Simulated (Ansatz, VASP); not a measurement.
**Os4C in VASP and in Ansatz**

```
Os C
1.0
    -2.60217    2.60217    2.60217
     2.60217   -2.60217    2.60217
     2.60217    2.60217   -2.60217
Os C
4 1
Direct
  0.50000 0.50000 0.50000
  0.50000 0.00000 0.00000
  0.00000 0.00000 0.50000
  0.00000 0.50000 0.00000
  0.00000 0.00000 0.00000
```

Change from the starting cell: species swapped into the Hg4Pt type (Im-3m, No. 229).

Alike in both runs: task relaxation of cell and atoms; functional PBE; k mesh 10 × 10 × 10; occupations gaussian, width 0.1 eV; no spin polarisation.

|  | VASP | Ansatz |
| --- | --- | --- |
| version | VASP 6.6.1 | Ansatz 0.2.0 |
| potentials or method | VASP PAW PBE potentials, release 64 (Os, C), cutoff 600 eV | scalar-relativistic, plane waves, PAW |
| valence electrons in the cell | 36 | 68 |

|  | VASP | Ansatz | Ansatz less VASP |
| --- | --- | --- | --- |
| gap on the k mesh at the Fermi level, each at its own relaxed structure (eV) | none | none | - |
| relaxed volume (Å³/atom) | 14.13 | 14.11 | -0.023 |
| relaxed length of the cell vector where the two differ most in proportion (Å) | 4.511 | 4.508 | -0.0025 |

A gap of «none» marks a metal or a gap that the smearing closes. VASP's potentials hold 36 valence electrons a cell and Ansatz's 68, so a difference there can come from the potentials and not from the codes.

Neither program's run includes spin-orbit coupling. Noted on VASP's run: too few bands were computed for a metal, which touches its energy and stress.
